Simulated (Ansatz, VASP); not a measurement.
## Ag: VASP beside Ansatz

File POSCAR:

```
Ag
1.0
    2.9401015088      0.0000000000      0.0000000000
   -1.4700507544      2.5462025963      0.0000000000
    0.0000000000      0.0000000000      4.7629644442
Ag
2
Direct
    0.2733333333      0.6366666667      0.2050000000
    0.7266666667      0.3633333333      0.7950000000
```

INCAR.step1

```
ALGO     = Normal         # electronic algorithm
EDIFF    = 1E-4           # SCF threshold, eV
ENCUT    = 520            # plane-wave cutoff, eV
GGA      = PE             # functional
ISMEAR   = -1             # smearing method
LASPH    = True           # aspherical terms in the spheres
LCHARG   = False          # write CHGCAR
LREAL    = False          # projectors in reciprocal space
LWAVE    = True           # write WAVECAR
NBANDS   = 18             # bands
NELM     = 100            # most SCF steps
PREC     = Accurate       # precision mode
SIGMA    = 0.05           # smearing width, eV
```

INCAR.step2

```
ALGO     = Normal         # electronic algorithm
EDIFF    = 1E-8           # SCF threshold, eV
ENCUT    = 520            # plane-wave cutoff, eV
ISIF     = 2              # what is computed and relaxed
ISMEAR   = -1             # smearing method
ISTART   = 1            
LASPH    = True           # aspherical terms in the spheres
LCHARG   = False          # write CHGCAR
LEFG     = True         
LMIXTAU  = True         
LREAL    = False          # projectors in reciprocal space
LWAVE    = False          # write WAVECAR
METAGGA  = R2SCAN         # meta-GGA
NBANDS   = 18             # bands
NELM     = 100            # most SCF steps
PREC     = Accurate       # precision mode
SIGMA    = 0.05           # smearing width, eV
```

Contents of KPOINTS:

```
k-points
0
Gamma
  12 12 6
```

Input for Ansatz:

```yaml
crystal:
  lattice:
    - [2.9401015088, 0.0, 0.0]
    - [-1.4700507544, 2.5462025963, 0.0]
    - [0.0, 0.0, 4.7629644442]
  atoms:
    - { symbol: Ag, position: [0.2733333333, 0.6366666667, 0.205] }
    - { symbol: Ag, position: [0.7266666667, 0.3633333333, 0.795] }
kpoints:
  mp_grid: { grid: [12, 12, 6] }
scf:
  occupations: { method: fermi_dirac, width: 0.05 }
hamiltonian:
  xc: r2scan
  pseudopotentials: { kind: paw }
output:
  forces: true
  stress: true
  eigenvalues: true
  efg: { contact_densities: true }
  populations: true
```

Change from the starting cell: shortest bond scaled by 0.82, PAW files.

Alike in both runs: task electric field gradients; functional r2SCAN; k mesh 12 × 12 × 6; occupations fermi-dirac, width 0.05 eV; no spin polarisation.

```csv
,VASP,Ansatz
version,VASP 6.6.1,Ansatz 0.2.0
potentials or method,"VASP PAW PBE potentials, release 64 (Ag)","PAW with Ansatz's default frozen-core files, scalar-relativistic"
plane-wave cutoff (eV),520,500
valence electrons in the cell,22,38
```

Ansatz gave:

| Quantity | Value |
| --- | --- |
| pressure (GPa) | 10.4 |
| traceless stress, the component that is largest in VASP (GPa) | 8.79 |
| rms of the force components (eV/Å) | 2.073 |
| size of Vzz on the site where it differs most (V/Å²) | 11.2 |

Q: What did VASP give for the same quantities?

A: Pressure (GPa): 10.6; traceless stress, the component that is largest in VASP (GPa): 8.88; rms of the force components (eV/Å): 2.096; size of Vzz on the site where it differs most (V/Å²): 20.5.

VASP's potentials were made for PBE, not for r2SCAN. Atom by atom the forces differ by 0.024 eV/Å (rms over components). VASP's potentials hold 22 valence electrons a cell and Ansatz's 38, so a difference there can come from the potentials and not from the codes.
